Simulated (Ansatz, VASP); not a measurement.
Li2O in VASP and in Ansatz

```
CELL_PARAMETERS angstrom
0.00000 2.30138 2.30138
2.30138 0.00000 2.30138
2.30138 2.30138 0.00000
ATOMIC_POSITIONS crystal
Li 0.25000 0.25000 0.25000
Li 0.75000 0.75000 0.75000
O 0.00000 0.00000 0.00000
```

Alike in both runs: task single point; functional PBEsol; k mesh 8 × 8 × 8; no spin polarisation.

|  | VASP | Ansatz |
| --- | --- | --- |
| version | VASP 6.6.1 | Ansatz 0.2.0 |
| potentials or method | VASP PAW PBE potentials, release 64 (Li_sv, O) | PAW with Ansatz's default frozen-core files, scalar-relativistic |
| plane-wave cutoff (eV) | 750 | 420 |
| occupations | gaussian, width 0.01 eV | fixed |
| valence electrons in the cell | 12 | 12 |

Ansatz gave:

| Item | Value |
| --- | --- |
| gap on the k mesh at the Fermi level (eV) | 4.85 |
| pressure (GPa) | -1.2 |

Problem. Which values does VASP return?

Solution. gap on the k mesh at the Fermi level (eV): 4.84; pressure (GPa): -1.1.

VASP's potentials were made for PBE, not for PBEsol.
